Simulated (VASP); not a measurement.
# TiSi (Cmmm) in VASP: a series of runs

The runs below take TiSi through single point, relaxation of shape and atoms at fixed volume, with PBEsol.

Everything below comes from runs of VASP 6.6.1. Logs are shortened: lines on timing, memory, paths and dates and some standing lists are left out, and cuts for length are marked.

### 1 The cell of the first run

The structure is orthorhombic, space group Cmmm (No. 65). Conventional cell: a = 3.609 Å, b = 4.146 Å, c = 3.785 Å, α = 90.00°, β = 90.00°, γ = 90.00°. Ti (site symmetry mmm) has 8 Si at 2.62 to 2.81 Å and 4 Ti at 2.75 Å within 3.4 Å. Si (site symmetry mmm) has 8 Ti at 2.62 to 2.81 Å and 4 Si at 2.75 Å within 3.4 Å.

### 2 Single point, PBEsol

The input, INCAR:

```
PREC = Accurate ; ENCUT = 520
EDIFF = 1E-6 ; ISMEAR = -1
SIGMA = 0.15 ; LREAL = False
LASPH = True ; NELM = 80
ALGO = Fast ; ISIF = 2
LWAVE = False ; LCHARG = False
GGA = PS ; NBANDS = 42
```

The input, KPOINTS:

```
Automatic mesh
0
Gamma
  10 6 10
```

The input, POSCAR:

```
TiSi
1.0
    3.6093578057      0.0000000000      0.0000000000
    0.0000000000      7.5700090772      0.0000000000
    0.0000000000      0.0000000000      4.1461233417
Ti Si
4 4
Direct
    0.0000000000      0.5000000000      0.0507500000
    0.5000000000      0.5000000000      0.5507500000
    0.5000000000      0.0000000000      0.5507500000
    0.0000000000      0.0000000000      0.0507500000
    0.0000000000      0.7500000000      0.5507500000
    0.0000000000      0.2500000000      0.5507500000
    0.5000000000      0.2500000000      0.0507500000
    0.5000000000      0.7500000000      0.0507500000
```

Potentials or basis: VASP PAW PBE potentials, release 64 (Ti_sv, Si).

Run with:

```sh
> cat potpaw_PBE.64/Ti_sv/POTCAR potpaw_PBE.64/Si/POTCAR > POTCAR
> mpirun -np 1 vasp_std > vasp.out
```

OUTCAR:

```text
PREC = Accurate
   ENCUT = 520
   EDIFF = 1E-6
   ISMEAR = -1
   LREAL = False
   LASPH = True
   NELM = 80
   ISIF = 2
   GGA = PS

 ion  position               nearest neighbor table
   1  0.000  0.500  0.051-   7 2.62   8 2.62   7 2.62   8 2.62   2 2.75   2 2.75   2 2.75   2 2.75
                             6 2.81   5 2.81   5 2.81   6 2.81
   2  0.500  0.500  0.551-   5 2.62   6 2.62   5 2.62   6 2.62   1 2.75   1 2.75   1 2.75   1 2.75
                             8 2.81   7 2.81   7 2.81   8 2.81
   3  0.500  0.000  0.551-   5 2.62   6 2.62   5 2.62   6 2.62   4 2.75   4 2.75   4 2.75   4 2.75
                             8 2.81   7 2.81   7 2.81   8 2.81
   4  0.000  0.000  0.051-   7 2.62   8 2.62   7 2.62   8 2.62   3 2.75   3 2.75   3 2.75   3 2.75
                             6 2.81   5 2.81   5 2.81   6 2.81
   5  0.000  0.750  0.551-   2 2.62   3 2.62   2 2.62   3 2.62   8 2.75   8 2.75   8 2.75   8 2.75
                             1 2.81   1 2.81   4 2.81   4 2.81
   6  0.000  0.250  0.551-   2 2.62   3 2.62   2 2.62   3 2.62   7 2.75   7 2.75   7 2.75   7 2.75
                             1 2.81   1 2.81   4 2.81   4 2.81
   7  0.500  0.250  0.051-   1 2.62   4 2.62   1 2.62   4 2.62   6 2.75   6 2.75   6 2.75   6 2.75
                             3 2.81   2 2.81   3 2.81   2 2.81
   8  0.500  0.750  0.051-   1 2.62   4 2.62   1 2.62   4 2.62   5 2.75   5 2.75   5 2.75   5 2.75
                             3 2.81   2 2.81   3 2.81   2 2.81

  LATTYP: Found a simple orthorhombic cell.
 ALAT       =     3.6093578057
 B/A-ratio  =     1.1487149695
 C/A-ratio  =     2.0973285234

  Lattice vectors:

 A1 = (  -3.6093578057,   0.0000000000,   0.0000000000)
 A2 = (   0.0000000000,   0.0000000000,   4.1461233417)
 A3 = (   0.0000000000,   7.5700090772,   0.0000000000)

Analysis of symmetry for initial positions (statically):
=====================================================================
 Subroutine PRICEL returns following result:

  LATTYP: Found a base centered orthorhombic cell.
 ALAT       =     3.6093578057
 B/A-ratio  =     1.1487149695
 C/A-ratio  =     1.0486642617

  Lattice vectors:

 A1 = (   1.8046789029,   0.0000000000,   2.0730616708)
 A2 = (   1.8046789029,   0.0000000000,  -2.0730616709)
 A3 = (   0.0000000000,   3.7850045386,   0.0000000000)

   4 primitive cells build up your supercell.

 Routine SETGRP: Setting up the symmetry group for a
 simple orthorhombic supercell.

 Subroutine GETGRP returns: Found  8 space group operations
 (whereof  4 operations were pure point group operations)
 out of a pool of  8 trial point group operations.

The static configuration has the point symmetry C_2v.
 The point group associated with its full space group is D_2h.

Analysis of symmetry for dynamics (positions and initial velocities):
=====================================================================
 Subroutine PRICEL returns following result:

  LATTYP: Found a base centered orthorhombic cell.
 ALAT       =     3.6093578057
 B/A-ratio  =     1.1487149695
 C/A-ratio  =     1.0486642617

  Lattice vectors:

 A1 = (   1.8046789029,   0.0000000000,   2.0730616708)
 A2 = (   1.8046789029,   0.0000000000,  -2.0730616709)
 A3 = (   0.0000000000,   3.7850045386,   0.0000000000)

   4 primitive cells build up your supercell.

 Routine SETGRP: Setting up the symmetry group for a
 simple orthorhombic supercell.

 Subroutine GETGRP returns: Found  8 space group operations
 (whereof  4 operations were pure point group operations)
 out of a pool of  8 trial point group operations.

The dynamic configuration has the point symmetry C_2v.
 The point group associated with its full space group is D_2h.

 Subroutine INISYM returns: Found  8 space group operations
 (whereof  4 operations are pure point group operations),
 and found     4 'primitive' translations

----------------------------------------------------------------------------------------

                                     Primitive cell

  volume of cell :      28.3210

  direct lattice vectors                    reciprocal lattice vectors
     1.804678903  0.000000000  2.073061671     0.277057597  0.000000000  0.241189159
     1.804678903  0.000000000 -2.073061671     0.277057597  0.000000000 -0.241189159
     0.000000000  3.785004539  0.000000000     0.000000000  0.264200476  0.000000000

  length of vectors
     2.748536089  2.748536089  3.785004539     0.367332441  0.367332441  0.264200476

  position of ions in fractional coordinates (direct lattice)
     0.050750000  0.949250000  1.000000000
     0.550750000  0.449250000  0.500000000

  ion indices of the primitive-cell ions
   primitive index   ion index
                 1           1
                 2           5

----------------------------------------------------------------------------------------

 KPOINTS: Automatic mesh

Automatic generation of k-mesh.
 Grid dimensions read from file:
 generate k-points for:   10    6   10

 Generating k-lattice:

  Cartesian coordinates                     Fractional coordinates (reciprocal lattice)
     0.027705760  0.000000000  0.000000000     0.100000000  0.000000000  0.000000000
     0.000000000  0.022016706  0.000000000     0.000000000  0.166666667  0.000000000
     0.000000000  0.000000000  0.024118916     0.000000000  0.000000000  0.100000000

  Length of vectors
     0.027705760  0.022016706  0.024118916

  Shift w.r.t. Gamma in fractional coordinates (k-lattice)
     0.000000000  0.000000000  0.000000000

 Subroutine IBZKPT returns following result:
 ===========================================

 Found    144 irreducible k-points:

 Following reciprocal coordinates:
            Coordinates               Weight
  0.000000  0.000000  0.000000      1.000000
  0.100000  0.000000  0.000000      2.000000
  0.200000  0.000000  0.000000      2.000000
  0.300000  0.000000  0.000000      2.000000
  0.400000  0.000000  0.000000      2.000000
  0.500000  0.000000  0.000000      1.000000
[... 16 lines left out ...]
  0.400000  0.500000  0.000000      2.000000
  0.500000  0.500000  0.000000      1.000000
 [... further k-points ...]
   k-points           NKPTS =    144   k-points in BZ     NKDIM =    144   number of bands    NBANDS=     42
   number of dos      NEDOS =    301   number of ions     NIONS =      8
   total plane-waves  NPLWV =  50176
   dimension x,y,z NGX =    28 NGY =   56 NGZ =   32
   dimension x,y,z NGXF=    56 NGYF=  112 NGZF=   64
   ions per type =               4   4
   NGX,Y,Z   is equivalent  to a cutoff of  12.90, 12.30, 12.83 a.u.
   NGXF,Y,Z  is equivalent  to a cutoff of  25.79, 24.60, 25.66 a.u.
 SYSTEM =  unknown system
   PREC   = accura    normal or accurate (medium, high low for compatibility)
   ISTART =      0    job   : 0-new  1-cont  2-samecut
   ICHARG =      2    charge: 1-file 2-atom 10-const
   ISPIN  =      1    spin polarized calculation?
   LNONCOLLINEAR =      F non collinear calculations
   LSORBIT =      F    spin-orbit coupling
   LASPH  =      T    aspherical Exc in radial PAW
   ENCUT  =  520.0 eV  38.22 Ry    6.18 a.u.   6.71 14.08  7.71*2*pi/ulx,y,z
   NELM   =     80;   NELMIN=  2; NELMDL= -5     # of ELM steps
   EDIFF  = 0.1E-05   stopping-criterion for ELM
   LREAL  =      F    real-space projection
   EDIFFG = 0.1E-04   stopping-criterion for IOM
   NSW    =      0    number of steps for IOM
   IBRION =     -1    ionic relax: 0-MD 1-quasi-New 2-CG
   NFREE  =      0    steps in history (QN), initial steepest desc. (CG)
   ISIF   =      2    stress and relaxation
   ISYM   =      2    0-nonsym 1-usesym 2-fastsym
   POTIM  = 0.5000    time-step for ionic-motion
   TEBEG  =    0.0;   TEEND  =   0.0 temperature during run
   PSTRESS=    0.0 pullay stress
   NELECT =      64.0000    total number of electrons
   NUPDOWN=      -1.0000    fix difference up-down
   EMIN   =  10.00;   EMAX   =-10.00  energy-range for DOS
   EFERMI =   0.00;   METHOD = LEGACY
   ISMEAR =    -1;   SIGMA  =   0.15  broadening in eV -4-tet -1-fermi 0-gaus
   EFERMI_NEDOS =   21; number of points for ismear=-14 and -15
   IALGO  =     68    algorithm
   IMIX   =      4    mixing-type and parameters
     AMIX     =   0.40;   BMIX     =  1.00
     AMIX_MAG =   1.60;   BMIX_MAG =  1.00
  volume/ion in A,a.u.               =      14.16        95.56
  Fermi-wavevector in a.u.,A,eV,Ry     =   1.353356  2.557472 24.920047  1.831572
  Thomas-Fermi vector in A             =   2.480618
   LORBIT       =      0    0 simple, 1 ext, 2 COOP (PROOUT), +10 PAW based schemes
   GGA     = PS    functional components
   LHFCALC =     F    Hartree Fock is set to
   AEXX    =    0.0000 exact exchange contribution
   IVDW    =     0    specifies the selected vdW correction
   LEPSILON=     F    determine dielectric tensor
   LRPA    =     F    only Hartree local field effects (RPA)
 non-spin polarized calculation
 RMM-DIIS sequential band-by-band and
  energy-cutoff  :      520.00
  volume of cell :      113.28
 maximum number of plane-waves:      3084
 NGX is ok and might be reduce to    28
   NGX = 13   NGY = 29   NGZ = 15

 number of electron      64.0000019 magnetization

 Free energy of the ion-electron system (eV)
  ---------------------------------------------------
  ext. energy  EPLUGINS =         0.00000000
  ---------------------------------------------------
  free energy    TOTEN  =       -61.48229537 eV

  energy without entropy =      -61.12227739  energy(sigma->0) =      -61.30228638

 E-fermi :  10.4498     XC(G=0): -11.9854

 val. band max:       10.4430973798   @ k =   0.1000   0.5000   0.5000
 cond. band min:      10.4669864682   @ k =   0.2000   0.0000   0.2000
 fundamental gap:      0.0238890883
 Fermi energy:        10.4497892445

 k-point     1 :       0.0000    0.0000    0.0000
  band No.  band energies     occupation
      1     -45.9583      2.00000
      2     -45.9563      2.00000
      3     -45.7963      2.00000
      4     -45.7948      2.00000
      5     -22.5403      2.00000
      6     -22.5350      2.00000
[... 34 lines left out ...]
     41      13.2391      0.00000
     42      13.6998      0.00000
[... 994 lines left out ...]
      2     -45.8739      2.00000
      3     -45.8739      2.00000
      4     -45.8739      2.00000
      5     -22.4103      2.00000
      6     -22.4103      2.00000
[... 34 lines left out ...]
     41      13.7962      0.00000
     42      13.8070      0.00000

 [... further k-points ...]

------------------------ aborting loop because EDIFF is reached ----------------------------------------

  FORCE on cell =-STRESS in cart. coord.  units (eV):
  Direction    XX          YY          ZZ          XY          YZ          ZX
  --------------------------------------------------------------------------------------
  -------------------------------------------------------------------------------------
  Total        0.0331025      0.0710057     -0.0339018      0.0000000      0.0000000      0.0000000
  in kB        0.4681687      1.0042352     -0.4794735      0.0000000      0.0000000      0.0000000
  external PRESSURE =       0.3309768 kB  Pullay stress =       0.0000000 kB

 VOLUME and BASIS-vectors are now :
 -----------------------------------------------------------------------------
  energy-cutoff  :      520.00
  volume of cell :      113.28
      direct lattice vectors                 reciprocal lattice vectors
     3.609357806  0.000000000  0.000000000     0.277057597  0.000000000  0.000000000
     0.000000000  7.570009077  0.000000000     0.000000000  0.132100238  0.000000000
     0.000000000  0.000000000  4.146123342     0.000000000  0.000000000  0.241189159

 POSITION                                       TOTAL-FORCE (eV/Angst)
 -----------------------------------------------------------------------------------
      0.00000      3.78500      0.21042        -0.000000     -0.000000     -0.000000
      1.80468      3.78500      2.28348         0.000000     -0.000000      0.000000
      1.80468      0.00000      2.28348        -0.000000      0.000000      0.000000
      0.00000      0.00000      0.21042         0.000000      0.000000      0.000000
      0.00000      5.67751      2.28348        -0.000000      0.000000     -0.000000
      0.00000      1.89250      2.28348        -0.000000      0.000000     -0.000000
      1.80468      1.89250      0.21042        -0.000000      0.000000     -0.000000
      1.80468      5.67751      0.21042        -0.000000      0.000000     -0.000000
 -----------------------------------------------------------------------------------
    total drift:                                0.000000      0.000000      0.000114

  FREE ENERGIE OF THE ION-ELECTRON SYSTEM (eV)
  ---------------------------------------------------
  free  energy   TOTEN  =       -61.4822953669 eV

  energy  without entropy=      -61.1222773886  energy(sigma->0) =      -61.30228638
```

Wall time 34 min (1 thread of Oxide Virtual Turin-like, shared host); peak memory 0.56 GiB.

What came out:

* Free energy: -61.4823 eV
* Pressure: 0.0 GPa
* Band gap on the k mesh: zero (bands 32 and 33 overlap by 1.07 eV)

Stress tensor (GPa, compression positive):
```
 0.05  0.00  0.00
 0.00  0.10  0.00
 0.00  0.00 -0.05
```

Levels at points of the mesh, in eV from the Fermi level:
| k point | band 30 | band 31 | band 32 | band 33 | band 34 | band 35 |
| --- | --- | --- | --- | --- | --- | --- |
| (0.00, 0.00, 0.00) | -1.23 | -0.95 | -0.92 | -0.41 | 0.51 | 0.73 |
| (0.50, 0.00, 0.00) | -2.21 | -0.28 | -0.28 | 0.05 | 0.05 | 0.59 |
| (0.00, 0.50, 0.00) | -1.08 | -0.20 | -0.20 | 0.49 | 0.49 | 0.56 |
| (0.50, 0.50, 0.00) | -1.58 | -1.58 | -1.58 | 0.23 | 0.23 | 0.23 |
| (0.00, 0.00, 0.50) | -0.84 | 0.58 | 0.58 | 0.67 | 0.67 | 0.80 |
| (0.50, 0.00, 0.50) | -1.77 | -0.85 | -0.85 | 1.39 | 1.39 | 1.67 |
| (0.00, 0.50, 0.50) | -0.65 | -0.65 | -0.65 | 0.73 | 0.73 | 0.73 |
| (0.50, 0.50, 0.50) | -1.05 | -1.05 | -1.05 | 1.73 | 1.73 | 1.73 |

Caveat: the PAW data sets were made with another functional, which shifts forces and pressure a little.

(Continued in part 2 of 2.)

The gap in the log of VASP goes by the Fermi energy; the results here count the filled bands.